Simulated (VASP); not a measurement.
# ScPd (Pm-3m) in VASP: notebook, part 2 of 2

VASP 6.6.1. The steps go on from the part before.

## Step 3: Relaxation of volume and atoms at fixed shape, LDA

This run uses another cell than the first one, of 17.69 Å³/atom, 1.047 times its volume.

Contents of INCAR:

```
SYSTEM = ScPd
ALGO     = Normal         ! electronic algorithm
EDIFF    = 1E-6           ! SCF threshold, eV
EDIFFG   = -0.02          ! ionic threshold
ENCUT    = 600            ! plane-wave cutoff, eV
IBRION   = 2              ! ionic algorithm
ISIF     = 8              ! what is computed and relaxed
ISMEAR   = 1              ! smearing method
LASPH    = .TRUE.         ! aspherical terms in the spheres
LCHARG   = .FALSE.        ! write CHGCAR
LREAL    = .FALSE.        ! projectors in reciprocal space
LWAVE    = .FALSE.        ! write WAVECAR
NELM     = 80             ! most SCF steps
NSW      = 80             ! ionic steps
PREC     = Accurate       ! precision mode
SIGMA    = 0.1            ! smearing width, eV
```

Contents of KPOINTS:

```
k-points
0
G
  7 7 7
  0 0 0
```

Contents of POSCAR:

```
ScPd
1.0
    3.2830000000      0.0000000000      0.0000000000
    0.0000000000      3.2830000000      0.0000000000
    0.0000000000      0.0000000000      3.2830000000
Sc Pd
1 1
Direct
    0.5000000000      0.5000000000      0.5000000000
    0.0000000000      0.0000000000      0.0000000000
```

Potentials or basis: VASP PAW LDA potentials, release 64 (Sc_sv, Pd).

Launch:

```bash
$ cat potpaw_LDA.64/Sc_sv/POTCAR potpaw_LDA.64/Pd/POTCAR > POTCAR
$ mpirun -np 1 vasp_std > vasp.out
```

OUTCAR:

```text
SYSTEM = ScPd
   EDIFF = 1E-6
   EDIFFG = -0.02
   ENCUT = 600
   IBRION = 2
   ISIF = 8
   ISMEAR = 1
   LASPH = .TRUE.
   LREAL = .FALSE.
   NELM = 80
   NSW = 80
   PREC = Accurate

 ion  position               nearest neighbor table
   1  0.500  0.500  0.500-   2 2.84   2 2.84   2 2.84   2 2.84   2 2.84   2 2.84   2 2.84   2 2.84

   2  0.000  0.000  0.000-   1 2.84   1 2.84   1 2.84   1 2.84   1 2.84   1 2.84   1 2.84   1 2.84

  LATTYP: Found a simple cubic cell.
 ALAT       =     3.2830000000

  Lattice vectors:

 A1 = (   3.2830000000,   0.0000000000,   0.0000000000)
 A2 = (   0.0000000000,   3.2830000000,   0.0000000000)
 A3 = (   0.0000000000,   0.0000000000,   3.2830000000)

Analysis of symmetry for initial positions (statically):
=====================================================================
 Subroutine PRICEL returns:
 Original cell was already a primitive cell.

 Routine SETGRP: Setting up the symmetry group for a
 simple cubic supercell.

 Subroutine GETGRP returns: Found 48 space group operations
 (whereof 48 operations were pure point group operations)
 out of a pool of 48 trial point group operations.

The static configuration has the point symmetry O_h .

[... 150 lines left out ...]

 Free energy of the ion-electron system (eV)
  ---------------------------------------------------
  ext. energy  EPLUGINS =         0.00000000
  ---------------------------------------------------
  free energy    TOTEN  =       -14.97452710 eV

  energy without entropy =      -14.96728811  energy(sigma->0) =      -14.97211410

------------------------ aborting loop because EDIFF is reached ----------------------------------------

  FORCE on cell =-STRESS in cart. coord.  units (eV):
  Direction    XX          YY          ZZ          XY          YZ          ZX
  --------------------------------------------------------------------------------------
  -------------------------------------------------------------------------------------
  Total       -1.1095288     -1.1095288     -1.1095288      0.0000000      0.0000000      0.0000000
  in kB      -50.2384811    -50.2384811    -50.2384811      0.0000000      0.0000000      0.0000000
  external PRESSURE =     -50.2384811 kB  Pullay stress =       0.0000000 kB
[... 59 lines left out ...]
--------------------------------------- Ionic step        3  -------------------------------------------

 number of electron      21.0000001 magnetization

 Free energy of the ion-electron system (eV)
  ---------------------------------------------------
  ext. energy  EPLUGINS =         0.00000000
  ---------------------------------------------------
  free energy    TOTEN  =       -14.99770433 eV

  energy without entropy =      -14.99031964  energy(sigma->0) =      -14.99524277

 E-fermi :   7.5421     XC(G=0): -12.2332

 val. band max:        7.5383652900   @ k =   0.4286   0.2857   0.1429
 cond. band min:       7.6719907596   @ k =   0.4286   0.0000   0.0000
 fundamental gap:      0.1336254695
 Fermi energy:         7.5420928634

 k-point     1 :       0.0000    0.0000    0.0000
  band No.  band energies     occupation
      1     -41.4690      2.00000
      2     -20.3336      2.00000
      3     -20.3336      2.00000
      4     -20.3336      2.00000
      5       0.7347      2.00000
      6       2.7311      2.00000
      7       2.7311      2.00000
      8       4.7008      2.00000
      9       4.7008      2.00000
     10       4.7008      2.00000
     11       8.8549     -0.00000
     12       8.8549     -0.00000
     13      11.0707      0.00000
     14      11.0707      0.00000
[... 350 lines left out ...]
  FREE ENERGIE OF THE ION-ELECTRON SYSTEM (eV)
  ---------------------------------------------------
  free  energy   TOTEN  =       -14.9977043285 eV

  energy  without entropy=      -14.9903196429  energy(sigma->0) =      -14.99524277

 reached required accuracy - stopping structural energy minimisation
```

It took 24 s on 1 thread of Intel Xeon Platinum 8259CL at 2.50GHz (Skylake/Cascade Lake), shared host; peak memory 0.15 GiB.

What came out:

| Item | Value |
| --- | --- |
| Free energy | -14.9977 eV |
| Relaxed volume | 16.99 Å³/atom |
| Relaxed cell | a = 3.239 Å, b = 3.239 Å, c = 3.239 Å, α = 90.00°, β = 90.00°, γ = 90.00° |
| Space group after relaxing (to 0.05 Å) | Pm-3m (No. 221) |
| Energy gained by relaxing | 11.6 meV/atom |
| Ionic steps | 3 |
| Pressure after relaxing | 0.0 GPa |

Step by step:
```csv
step,energy change (eV),largest force (eV/Å),pressure (GPa),volume (Å³)
1,0.0000,0.0000,-5.02,35.38
2,0.0006,0.0000,5.88,32.62
3,-0.0232,0.0000,-0.03,33.97
```

Final structure:
```cif
data_structure
_symmetry_space_group_name_H-M 'P 1'
_symmetry_Int_Tables_number 1
_cell_length_a 3.2387
_cell_length_b 3.2387
_cell_length_c 3.2387
_cell_angle_alpha 90.000
_cell_angle_beta 90.000
_cell_angle_gamma 90.000
_cell_volume 33.97
loop_
_atom_site_label
_atom_site_type_symbol
_atom_site_fract_x
_atom_site_fract_y
_atom_site_fract_z
_atom_site_occupancy
Sc1 Sc 0.50000 0.50000 0.50000 1
Pd1 Pd 0.00000 0.00000 0.00000 1
```

LDA usually gives volumes a few per cent too small. Zero-point motion and thermal expansion aren't in these numbers.
